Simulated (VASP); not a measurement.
A run of VASP 6.6.1:

INCAR

```
SYSTEM = Ba
  PREC = Accurate
  ENCUT = 500
  EDIFF = 1E-6
  ISMEAR = -1
  SIGMA = 0.05
  LREAL = .False.
  LASPH = .True.
  NELM = 120
  ALGO = Normal
  ISIF = 2
  LWAVE = .False.
  LCHARG = .False.
  GGA = CA
  NBANDS = 11
  GGA_COMPAT = .False.
```

File KPOINTS:

```
Automatic mesh
0
Gamma
  12 12 12
  0 0 0
```

File POSCAR:

```
Ba
1.0
   -2.2380084395      2.2380084395      2.2380084395
    2.2380084395     -2.2380084395      2.2380084395
    2.2380084395      2.2380084395     -2.2380084395
Ba
1
Direct
    0.0000000000      0.0000000000      0.0000000000
```

Potentials or basis: VASP PAW LDA potentials, release 64 (Ba_sv).

Run with:

```console
$ cat potpaw_LDA.64/Ba_sv/POTCAR > POTCAR
$ mpirun -np 1 vasp_std > vasp.out
```

Hardware: 1 thread of Intel Xeon 8259CL, on a shared host.

Question: How long does it take, and how much memory?

Answer: Wall time 45 s on 1 thread of Intel Xeon 8259CL, on a shared host, peak memory 0.16 GiB. Counts: scf iterations 11, k points 72.
